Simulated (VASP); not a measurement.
# Pt (Im-3m) in VASP: further runs

The runs below take Pt through single point, with LDA.

Program: VASP 6.6.1. These are calculated values, not measurements. Logs are shortened: lines on timing, memory, paths and dates and some standing lists are left out, and cuts for length are marked.

## (1) The cell of the first run

Symmetry: Im-3m, No. 229, cubic system. Conventional cell: a = 2.972 Å, b = 2.972 Å, c = 2.972 Å, α = 90.00°, β = 90.00°, γ = 90.00°. Within 3.4 Å of Pt (site symmetry m-3m) lie 14 Pt at 2.57 to 2.97 Å.

## (2) Single point, LDA

The input, INCAR:

```
SYSTEM = Pt
PREC = Accurate
ENCUT = 520
EDIFF = 1E-7
ISMEAR = 0
SIGMA = 0.15
LREAL = .FALSE.
LASPH = .TRUE.
NELM = 80
ALGO = Normal
ISIF = 2
LWAVE = .FALSE.
LCHARG = .TRUE.
LELF = .TRUE.
LVHAR = .TRUE.
NBANDS = 11
```

The input, KPOINTS:

```
regular mesh
0
G
  22 22 22
  0 0 0
```

The input, POSCAR:

```
Pt
1.0
   -1.4859050060      1.4859050060      1.4859050060
    1.4859050060     -1.4859050060      1.4859050060
    1.4859050060      1.4859050060     -1.4859050060
Pt
1
Direct
    0.0000000000      0.0000000000      0.0000000000
```

Potentials or basis: VASP PAW LDA potentials, release 64 (Pt).

Launch:

```sh
> cat potpaw_LDA.64/Pt/POTCAR > POTCAR
> mpirun -np 1 vasp_std > vasp.out
```

OUTCAR:

```text
SYSTEM = Pt
   PREC = Accurate
   ENCUT = 520
   EDIFF = 1E-7
   ISMEAR = 0
   LREAL = .FALSE.
   LASPH = .TRUE.
   NELM = 80
   ISIF = 2

 ion  position               nearest neighbor table
   1  0.000  0.000  0.000-

  LATTYP: Found a body centered cubic cell.
 ALAT       =     2.9718100120

  Lattice vectors:

 A1 = (  -1.4859050060,   1.4859050060,   1.4859050060)
 A2 = (   1.4859050060,  -1.4859050060,   1.4859050060)
 A3 = (   1.4859050060,   1.4859050060,  -1.4859050060)

Analysis of symmetry for initial positions (statically):
=====================================================================
 Subroutine PRICEL returns:
 Original cell was already a primitive cell.

 Routine SETGRP: Setting up the symmetry group for a
 body centered cubic supercell.

 Subroutine GETGRP returns: Found 48 space group operations
 (whereof 48 operations were pure point group operations)
 out of a pool of 48 trial point group operations.

The static configuration has the point symmetry O_h .

Analysis of symmetry for dynamics (positions and initial velocities):
=====================================================================
 Subroutine PRICEL returns:
 Original cell was already a primitive cell.

 Routine SETGRP: Setting up the symmetry group for a
 body centered cubic supercell.

 Subroutine GETGRP returns: Found 48 space group operations
 (whereof 48 operations were pure point group operations)
 out of a pool of 48 trial point group operations.

The dynamic configuration has the point symmetry O_h .

 Subroutine INISYM returns: Found 48 space group operations
 (whereof 48 operations are pure point group operations),
 and found     1 'primitive' translations

----------------------------------------------------------------------------------------

                                     Primitive cell

  volume of cell :      13.1230

  direct lattice vectors                    reciprocal lattice vectors
    -1.485905006  1.485905006  1.485905006     0.000000000  0.336495266  0.336495266
     1.485905006 -1.485905006  1.485905006     0.336495266  0.000000000  0.336495266
     1.485905006  1.485905006 -1.485905006     0.336495266  0.336495266  0.000000000

  length of vectors
     2.573662966  2.573662966  2.573662966     0.475876169  0.475876169  0.475876169

  position of ions in fractional coordinates (direct lattice)
     0.000000000  0.000000000  0.000000000

  ion indices of the primitive-cell ions
   primitive index   ion index
                 1           1

----------------------------------------------------------------------------------------

 KPOINTS: regular mesh

Automatic generation of k-mesh.
 Grid dimensions read from file:
 generate k-points for:   22   22   22

 Generating k-lattice:

  Cartesian coordinates                     Fractional coordinates (reciprocal lattice)
     0.000000000  0.015295239  0.015295239     0.045454545  0.000000000  0.000000000
     0.015295239  0.000000000  0.015295239     0.000000000  0.045454545  0.000000000
     0.015295239  0.015295239  0.000000000     0.000000000  0.000000000  0.045454545

  Length of vectors
     0.021630735  0.021630735  0.021630735

  Shift w.r.t. Gamma in fractional coordinates (k-lattice)
     0.000000000  0.000000000  0.000000000

 Subroutine IBZKPT returns following result:
 ===========================================

 Found    328 irreducible k-points:

 Following reciprocal coordinates:
            Coordinates               Weight
  0.000000  0.000000  0.000000      1.000000
  0.045455  0.000000  0.000000     12.000000
  0.090909  0.000000  0.000000     12.000000
  0.136364  0.000000  0.000000     12.000000
  0.181818  0.000000  0.000000     12.000000
  0.227273  0.000000  0.000000     12.000000
[... 16 lines left out ...]
  0.090909  0.090909  0.000000     24.000000
  0.136364  0.090909  0.000000     48.000000
 [... further k-points ...]
   k-points           NKPTS =    328   k-points in BZ     NKDIM =    328   number of bands    NBANDS=     11
   number of dos      NEDOS =    301   number of ions     NIONS =      1
   total plane-waves  NPLWV =   8000
   dimension x,y,z NGX =    20 NGY =   20 NGZ =   20
   dimension x,y,z NGXF=    40 NGYF=   40 NGZF=   40
   ions per type =               1
   NGX,Y,Z   is equivalent  to a cutoff of  12.92, 12.92, 12.92 a.u.
   NGXF,Y,Z  is equivalent  to a cutoff of  25.84, 25.84, 25.84 a.u.
 SYSTEM =  Pt
   PREC   = accura    normal or accurate (medium, high low for compatibility)
   ISTART =      0    job   : 0-new  1-cont  2-samecut
   ICHARG =      2    charge: 1-file 2-atom 10-const
   ISPIN  =      1    spin polarized calculation?
   LNONCOLLINEAR =      F non collinear calculations
   LSORBIT =      F    spin-orbit coupling
   LASPH  =      T    aspherical Exc in radial PAW
   ENCUT  =  520.0 eV  38.22 Ry    6.18 a.u.   4.79  4.79  4.79*2*pi/ulx,y,z
   NELM   =     80;   NELMIN=  2; NELMDL= -5     # of ELM steps
   EDIFF  = 0.1E-06   stopping-criterion for ELM
   LREAL  =      F    real-space projection
   EDIFFG = 0.1E-05   stopping-criterion for IOM
   NSW    =      0    number of steps for IOM
   IBRION =     -1    ionic relax: 0-MD 1-quasi-New 2-CG
   NFREE  =      0    steps in history (QN), initial steepest desc. (CG)
   ISIF   =      2    stress and relaxation
   ISYM   =      2    0-nonsym 1-usesym 2-fastsym
   POTIM  = 0.5000    time-step for ionic-motion
   TEBEG  =    0.0;   TEEND  =   0.0 temperature during run
   PSTRESS=    0.0 pullay stress
   NELECT =      10.0000    total number of electrons
   NUPDOWN=      -1.0000    fix difference up-down
   EMIN   =  10.00;   EMAX   =-10.00  energy-range for DOS
   EFERMI =   0.00;   METHOD = LEGACY
   ISMEAR =     0;   SIGMA  =   0.15  broadening in eV -4-tet -1-fermi 0-gaus
   EFERMI_NEDOS =   21; number of points for ismear=-14 and -15
   IALGO  =     38    algorithm
   IMIX   =      4    mixing-type and parameters
     AMIX     =   0.40;   BMIX     =  1.00
     AMIX_MAG =   1.60;   BMIX_MAG =  1.00
  volume/ion in A,a.u.               =      13.12        88.56
  Fermi-wavevector in a.u.,A,eV,Ry     =   1.495307  2.825721 30.421864  2.235944
  Thomas-Fermi vector in A             =   2.607469
   LORBIT       =      0    0 simple, 1 ext, 2 COOP (PROOUT), +10 PAW based schemes
   GGA     = CA    functional components
   LHFCALC =     F    Hartree Fock is set to
   AEXX    =    0.0000 exact exchange contribution
   IVDW    =     0    specifies the selected vdW correction
   LEPSILON=     F    determine dielectric tensor
   LRPA    =     F    only Hartree local field effects (RPA)
 non-spin polarized calculation
 Gauss-broadening in eV      SIGMA  =   0.15
  energy-cutoff  :      520.00
  volume of cell :       13.12
 maximum number of plane-waves:       370
   NGX =  9   NGY =  9   NGZ =  9

 number of electron      10.0000000 magnetization

 number of electron       9.9999999 magnetization

 Free energy of the ion-electron system (eV)
  ---------------------------------------------------
  ext. energy  EPLUGINS =         0.00000000
  ---------------------------------------------------
  free energy    TOTEN  =        -7.11813990 eV

  energy without entropy =       -7.10840475  energy(sigma->0) =       -7.11327233

 E-fermi :  13.7176     XC(G=0): -14.5000

 val. band max:       13.7153282490   @ k =  -0.3636   0.5000   0.1364
 cond. band min:      13.7317588958   @ k =  -0.2273   0.3636   0.0455
 fundamental gap:      0.0164306468
 Fermi energy:        13.7176116520

 k-point     1 :       0.0000    0.0000    0.0000
  band No.  band energies     occupation
      1       2.1747      2.00000
      2       9.1017      2.00000
      3       9.1017      2.00000
      4       9.1017      2.00000
      5      12.4105      2.00000
      6      12.4105      2.00000
      7      30.5799      0.00000
      8      30.5799      0.00000
      9      30.5799      0.00000
     10      43.2625      0.00000
     11      43.2625      0.00000

 k-point     2 :       0.0455    0.0000    0.0000
  band No.  band energies     occupation
      1       2.2769      2.00000
      2       9.0553      2.00000
      3       9.1004      2.00000
      4       9.1904      2.00000
      5      12.3440      2.00000
      6      12.4131      2.00000
      7      30.6463      0.00000
      8      30.7369      0.00000
      9      30.7405      0.00000
     10      41.8450      0.00000
     11      42.5758      0.00000

 k-point     3 :       0.0909    0.0000    0.0000
  band No.  band energies     occupation
      1       2.5766      2.00000
      2       8.9222      2.00000
      3       9.0912      2.00000
      4       9.4542      2.00000
      5      12.1743      2.00000
      6      12.4221      2.00000
      7      30.8111      0.00000
      8      31.1404      0.00000
      9      31.2146      0.00000
     10      40.0951      0.00000
     11      41.1681      0.00000

 k-point     4 :       0.1364    0.0000    0.0000
  band No.  band energies     occupation
      1       3.0510      2.00000
      2       8.7191      2.00000
      3       9.0645      2.00000
      4       9.8856      2.00000
      5      11.9767      2.00000
      6      12.4414      2.00000
      7      30.9575      0.00000
      8      31.5644      0.00000
      9      31.9813      0.00000
     10      38.7065      0.00000
     11      39.6706      0.00000
[... 239 lines left out ...]
 k-point    22 :       0.4545    0.0455    0.0000
  band No.  band energies     occupation
      1       5.2426      2.00000
      2       7.2187      2.00000
      3      12.1500      2.00000
      4      12.4716      2.00000
      5      13.5220      1.93480
      6      15.5725      0.00000
      7      21.9377      0.00000
      8      26.9779      0.00000
      9      31.0583      0.00000
     10      38.5991      0.00000
     11      41.5700      0.00000

 k-point    23 :       0.0909    0.0909    0.0000
  band No.  band energies     occupation
      1       3.3275      2.00000
      2       8.7170      2.00000
      3       8.8657      2.00000
      4      10.2163      2.00000
      5      11.8297      2.00000
      6      12.5101      2.00000
      7      31.2083      0.00000
      8      31.7789      0.00000
      9      32.0526      0.00000
     10      37.6188      0.00000
     11      40.3630      0.00000

 k-point    24 :       0.1364    0.0909    0.0000
  band No.  band energies     occupation
      1       3.9184      2.00000
      2       8.5041      2.00000
      3       8.7607      2.00000
      4      10.8500      2.00000
      5      11.6774      2.00000
      6      12.5876      2.00000
      7      31.2123      0.00000
      8      31.5630      0.00000
      9      32.7409      0.00000
     10      37.0263      0.00000
     11      38.7731      0.00000

 [... further k-points ...]
[... 5 lines left out ...]
  --------------------------------------------------------------------------------------
  -------------------------------------------------------------------------------------
  Total        4.4737166      4.4737166      4.4737166      0.0000000      0.0000000     -0.0000000
  in kB      546.1927432    546.1927432    546.1927432      0.0000000      0.0000000     -0.0000000
  external PRESSURE =     546.1927432 kB  Pullay stress =       0.0000000 kB

 VOLUME and BASIS-vectors are now :
 -----------------------------------------------------------------------------
  energy-cutoff  :      520.00
  volume of cell :       13.12
      direct lattice vectors                 reciprocal lattice vectors
    -1.485905006  1.485905006  1.485905006     0.000000000  0.336495266  0.336495266
     1.485905006 -1.485905006  1.485905006     0.336495266  0.000000000  0.336495266
     1.485905006  1.485905006 -1.485905006     0.336495266  0.336495266  0.000000000

 POSITION                                       TOTAL-FORCE (eV/Angst)
 -----------------------------------------------------------------------------------
      0.00000      0.00000      0.00000         0.000000     -0.000000     -0.000000
 -----------------------------------------------------------------------------------
    total drift:                                0.000000     -0.000000      0.000000

  FREE ENERGIE OF THE ION-ELECTRON SYSTEM (eV)
  ---------------------------------------------------
  free  energy   TOTEN  =        -7.1181398965 eV

  energy  without entropy=       -7.1084047539  energy(sigma->0) =       -7.11327233
```

It took 31 s on 1 thread of Intel Xeon Platinum 8488C (Sapphire Rapids), shared host; peak memory 0.16 GiB.

Results:

- Free energy: -7.1181 eV
- Pressure: 54.6 GPa
- Band gap on the k mesh: zero (band 5 reaches 15.22 eV, above the bottom of band 6 at 12.21 eV)

Levels at points of the mesh, in eV from the Fermi level:
```csv
k point,band 1,band 2,band 3,band 4,band 5,band 6,band 7,band 8,band 9,band 10
"(0.00, 0.00, 0.00)",-11.54,-4.62,-4.62,-4.62,-1.31,-1.31,16.86,16.86,16.86,29.54
"(0.50, 0.00, 0.00)",-8.55,-6.53,-1.50,-0.80,-0.28,1.56,8.14,13.14,17.44,24.86
"(0.50, 0.50, 0.50)",-8.14,-8.14,0.82,0.82,0.82,8.12,8.12,8.12,15.72,22.11
```

Caveat: spin-orbit coupling is left out, which moves the levels of the heavy elements.

## (3) Single point, LDA

This run uses another cell than the first one, of 13.72 Å³/atom, 1.045 times its volume.

The input, INCAR:

```
SYSTEM = Pt
PREC     = Accurate       ! precision mode
ENCUT    = 520            ! plane-wave cutoff, eV
EDIFF    = 1E-6           ! SCF threshold, eV
ISMEAR   = 0              ! smearing method
SIGMA    = 0.15           ! smearing width, eV
LREAL    = .FALSE.        ! projectors in reciprocal space
LASPH    = .TRUE.         ! aspherical terms in the spheres
NELM     = 60             ! most SCF steps
ALGO     = Fast           ! electronic algorithm
ISIF     = 2              ! what is computed and relaxed
LWAVE    = .FALSE.        ! write WAVECAR
LCHARG   = .TRUE.         ! write CHGCAR
GGA      = CA             ! functional
LELF     = .TRUE.         ! ELF
LVHAR    = .TRUE.       
NBANDS   = 11             ! bands
```

The input, KPOINTS:

```
Automatic mesh
0
G
  22 22 22
  0 0 0
```

The input, POSCAR:

```
Pt
1.0
   -1.5080676421      1.5080676421      1.5080676421
    1.5080676421     -1.5080676421      1.5080676421
    1.5080676421      1.5080676421     -1.5080676421
Pt
1
Direct
    0.0000000000      0.0000000000      0.0000000000
```

Potentials or basis: VASP PAW LDA potentials, release 64 (Pt).

Launch:

```sh
> cat potpaw_LDA.64/Pt/POTCAR > POTCAR
> mpirun -np 1 vasp_std > vasp.out
```

It took 34 s on 1 thread of Intel Xeon Platinum 8488C (Sapphire Rapids), shared host; peak memory 0.16 GiB.

Results (log left out):

- Free energy: -7.2783 eV
- Pressure: 31.6 GPa
- Band gap on the k mesh: zero (band 5 reaches 14.15 eV, above the bottom of band 6 at 11.37 eV)

Levels at points of the mesh, in eV from the Fermi level:
| k point | band 2 | band 3 | band 4 | band 5 | band 6 | band 7 | band 8 | band 9 |
| --- | --- | --- | --- | --- | --- | --- | --- | --- |
| (0.00, 0.00, 0.00) | -4.32 | -4.32 | -4.32 | -1.21 | -1.21 | 16.95 | 16.95 | 16.95 |
| (0.50, 0.00, 0.00) | -6.10 | -1.40 | -0.75 | -0.15 | 1.43 | 7.66 | 13.20 | 17.04 |
| (0.50, 0.50, 0.50) | -7.58 | 0.75 | 0.75 | 0.75 | 8.00 | 8.00 | 8.00 | 14.97 |

Caveat: spin-orbit coupling is left out, which moves the levels of the heavy elements.

## (4) Single point, LDA

This run uses another cell than the first one, of 14.32 Å³/atom, 1.091 times its volume.

The input, INCAR:

```
SYSTEM = Pt
PREC = Accurate
ENCUT = 520
EDIFF = 1E-6
ISMEAR = 0
SIGMA = 0.15
LREAL = .FALSE.
LASPH = .TRUE.
NELM = 80
ALGO = Fast
ISIF = 2
LWAVE = .FALSE.
LCHARG = .TRUE.
LELF = .TRUE.
LVHAR = .TRUE.
NBANDS = 11
```

KPOINTS is that of step 3.

The input, POSCAR:

```
Pt
1.0
   -1.5296329591      1.5296329591      1.5296329591
    1.5296329591     -1.5296329591      1.5296329591
    1.5296329591      1.5296329591     -1.5296329591
Pt
1
Direct
    0.0000000000      0.0000000000      0.0000000000
```

Launch:

```sh
> cat potpaw_LDA.64/Pt/POTCAR > POTCAR
> mpirun -np 1 vasp_std > vasp.out
```

Run time: 40 s. Hardware: 1 thread of Intel Xeon Platinum 8488C (Sapphire Rapids), shared host; peak memory 0.16 GiB.

The run converged. Its results:

```
Free energy            : -7.3644 eV
Pressure               : 14.8 GPa
Band gap on the k mesh : zero (band 5 reaches 13.16 eV, above the bottom of band 6 at 10.60 eV)
```

Levels at points of the mesh, in eV from the Fermi level:
```csv
k point,band 3,band 4,band 5,band 6,band 7,band 8
"(0.00, 0.00, 0.00)",-4.05,-4.05,-1.12,-1.12,17.02,17.02
"(0.50, 0.00, 0.00)",-1.32,-0.71,-0.02,1.31,7.22,13.25
"(0.50, 0.50, 0.50)",0.68,0.68,0.68,7.90,7.90,7.90
```

Caveat: spin-orbit coupling is left out, which moves the levels of the heavy elements.

## (5) The runs side by side

| cell | gap on the mesh (eV) | pressure (GPa) |
| --- | --- | --- |
| a = 2.574 Å, angles 109.5°, 1 atom | none | 54.6 |
| a = 2.612 Å, angles 109.5°, 1 atom | none | 31.6 |
| a = 2.649 Å, angles 109.5°, 1 atom | none | 14.8 |

Alike in all rows: task single point; level LDA; potentials or basis VASP PAW LDA potentials, release 64 (Pt); no spin polarisation; k mesh 22 × 22 × 22; cutoff (eV) 520; smearing gaussian 0.15 eV.

Caveats: spin-orbit coupling is left out, which moves the levels of the heavy elements.

Absolute energies hang on the potentials; compare differences alone.
